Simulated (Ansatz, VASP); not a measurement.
# In in VASP and in Ansatz

```
CELL_PARAMETERS angstrom
3.39578 0.00000 0.00000
-1.69789 2.94084 0.00000
0.00000 0.00000 16.57680
ATOMIC_POSITIONS crystal
In 0.66667 0.33333 0.33351
In 0.33333 0.66667 0.83396
In 0.33333 0.66667 0.16604
In 0.66667 0.33333 0.66649
In 0.00000 0.00000 0.00000
In 0.33333 0.66667 0.50000
```

Alike in both runs: task single point; functional PBE; k mesh 6 × 6 × 1; occupations gaussian, width 0.1 eV; no spin polarisation.

|  | VASP | Ansatz |
| --- | --- | --- |
| version | VASP 6.6.1 | Ansatz 0.2.0 |
| potentials or method | VASP PAW PBE potentials, release 64 (In_d), cutoff 520 eV | scalar-relativistic, plane waves, PAW |
| valence electrons in the cell | 78 | 78 |

VASP gave:

| Item | Value |
| --- | --- |
| gap on the k mesh at the Fermi level (eV) | none |
| pressure (GPa) | -0.3 |
| traceless stress, the component that is largest in VASP (GPa) | -2.88 |
| rms of the force components (eV/Å) | 0.078 |

Problem. Which values does Ansatz return?

Solution. gap on the k mesh at the Fermi level (eV): none; pressure (GPa): -0.1; traceless stress, the component that is largest in VASP (GPa): -2.87; rms of the force components (eV/Å): 0.079.

Atom by atom the forces differ by 0.001 eV/Å (rms over components). A gap of «none» marks a metal or a gap that the smearing closes. The functional is the same, so the differences come from potentials, cutoffs and numerics.

The k mesh is coarse, so the values compare programs but aren't converged.
